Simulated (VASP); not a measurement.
**Zn: single point with PBE**

The system is Zn.

```
CELL_PARAMETERS angstrom
2.27911 -1.31525 0.01438
2.27911 1.31525 0.01438
-1.55312 0.00000 7.69040
ATOMIC_POSITIONS crystal
Zn 0.00000 0.00000 0.00000
Zn 0.22149 0.22149 0.66518
Zn 0.77851 0.77851 0.33482
```

| Quantity | Value |
| --- | --- |
| Program | VASP 6.6.1 |
| Task | single point |
| Functional | PBE |
| Potentials or basis | VASP PAW PBE potentials, release 64 (Zn) |
| Cutoff | 520 eV |
| k mesh | 18 × 18 × 6 |
| Occupations | gaussian, width 0.1 eV |
| Spin | no spin polarisation |

The pressure is 0.3 GPa and the band gap on the k mesh is zero (band 18 reaches 4.83 eV, above the bottom of band 19 at -0.57 eV).

Stress tensor (GPa, compression positive):
```
 0.47  0.00 -0.01
 0.00  0.44  0.00
-0.01  0.00  0.13
```

Levels at points of the mesh, in eV from the Fermi level:
```
           k point  band 15  band 16  band 17  band 18  band 19  band 20  band 21  band 22
(0.00, 0.00, 0.00)    -7.04    -7.04    -6.78    -6.73     0.97     1.03    12.01    15.86
(0.50, 0.00, 0.00)    -6.77    -2.51    -1.88    -1.34     0.71     1.14     1.91     6.30
(0.50, 0.50, 0.00)    -6.77    -2.24    -2.03    -1.60     0.02     1.88     3.19     4.51
(0.00, 0.00, 0.50)    -7.12    -7.01    -7.01    -3.69    -3.51     6.68     6.79    18.44
(0.50, 0.00, 0.50)    -6.77    -2.23    -2.03    -1.59     0.00     1.91     3.23     4.47
(0.50, 0.50, 0.50)    -6.77    -2.51    -1.88    -1.37     0.68     1.17     1.94     6.25
```

Run time: 4 min on 1 thread of Intel(R) Xeon(R) 6975P-C (Granite Rapids), with other jobs on the host, peak memory 0.51 GiB.
